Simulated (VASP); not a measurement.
The system is PbSe.

```
Pb Se
1.0
     0.00000    3.08870    3.08870
     3.08870    0.00000    3.08870
     3.08870    3.08870    0.00000
Pb Se
1 1
Direct
  0.00000 0.00000 0.00000
  0.50000 0.50000 0.50000
```

Base run:

```yaml
Program: VASP 6.6.1
Functional: r2SCAN
Potentials_or_basis: VASP PAW PBE potentials, release 64 (Pb_d, Se)
Cutoff: 520 eV
k_mesh: 8 × 8 × 8
Occupations: gaussian, width 0.01 eV
Spin: no spin polarisation
```

Its results: band gap on the k mesh 0.67 eV, direct; pressure 0.0 GPa.

Task: The run is repeated on the same cell with these changes: functional from r2SCAN to PBE; k mesh from 8 × 8 × 8 to 4 × 4 × 4. What comes out?

Result: Band gap on the k mesh 0.38 eV, direct; pressure 0.9 GPa.

Several settings changed at once, so the effect can't be laid on one alone.

Caveats: some runs use coarse meshes; spin-orbit coupling is left out, which moves the levels of the heavy elements; the PAW data sets were made with another functional, which shifts forces and pressure a little (some runs).

A k mesh can miss the band edges.
